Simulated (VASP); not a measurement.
Set up this calculation in VASP 6.6.1, as the native input.

```
Task                   : relaxation of cell and atoms
Functional             : PBE
Potentials or basis    : VASP PAW PBE potentials, release 64 (Sb, S)
Cutoff                 : 600 eV
k mesh                 : 3 × 3 × 3
Occupations            : gaussian, width 0.1 eV
Spin                   : no spin polarisation
Dipole correction      : no
Further INCAR settings : ALGO = Normal; EDIFF = 1e-07; IBRION = 2; EDIFFG = -0.04; NSW = 90; ISIF = 3
```

The structure of SbS5 lies in POSCAR:

```
SbS5
1.0
    3.0120371100      1.7390004400      5.6722914900
   -3.0120371100      1.7390004400      5.6722914900
    0.0000000000     -3.4780008800      5.6722914900
Sb S
1 5
Direct
    0.5000000000      0.5000000000      0.5000000000
    0.6659068300      0.3340931700      0.0000000000
    0.1671338100      0.1671338100      0.1671338100
    0.0000000000      0.6659068300      0.3340931700
    0.3340931700      0.0000000000      0.6659068300
    0.8328661900      0.8328661900      0.8328661900
```

The cell was generated, and may not be a known phase.

These files were run (other wordings do the same):

INCAR

```
SYSTEM = SbS5
PREC     = Accurate       ! precision mode
ENCUT    = 600            ! plane-wave cutoff, eV
EDIFF    = 1E-7           ! SCF threshold, eV
ISMEAR   = 0              ! smearing method
SIGMA    = 0.1            ! smearing width, eV
LREAL    = .FALSE.        ! projectors in reciprocal space
LASPH    = .TRUE.         ! aspherical terms in the spheres
NELM     = 80             ! most SCF steps
ALGO     = Normal         ! electronic algorithm
ISIF     = 3              ! what is computed and relaxed
LWAVE    = .FALSE.        ! write WAVECAR
LCHARG   = .FALSE.        ! write CHGCAR
GGA      = PE             ! functional
IBRION   = 2              ! ionic algorithm
NSW      = 90             ! ionic steps
EDIFFG   = -0.04          ! ionic threshold
```

KPOINTS

```
regular mesh
0
G
  3 3 3
  0 0 0
```

Potentials or basis: VASP PAW PBE potentials, release 64 (Sb, S).

The run is started by

```bash
$ cat potpaw_PBE.64/Sb/POTCAR potpaw_PBE.64/S/POTCAR > POTCAR
$ mpirun -np 1 vasp_std > vasp.out
```

Results of the run:

The relaxed volume is 24.47 Å³/atom. The relaxed cell is a = 5.351 Å, b = 5.351 Å, c = 5.351 Å, α = 79.87°, β = 79.87°, γ = 79.87°, the space group after relaxing (to 0.1 Å) is R-3m (No. 166) and the energy gained by relaxing is 1369.5 meV/atom. The ionic steps are 44. The pressure after relaxing is 0.1 GPa and the largest force after relaxing is 0.015 eV/Å. The band gap on the k mesh is zero (an odd number of electrons rules out a gap without spin polarisation).

Caveat: the k points lie up to 0.40 Å⁻¹ apart in the final cell, too coarse for converged energies and pressures of a metal; the volume moved by over 15 % at a fixed basis, so the end points are rough; spin-orbit coupling is left out, which moves the levels of the heavy elements; an odd number of electrons without spin polarisation forces a metal; a magnetic or distorted state may lie lower.

It took 19 min on 1 thread of Intel(R) Xeon(R) 6975P-C (Granite Rapids), with other jobs on the host, peak memory 0.43 GiB.
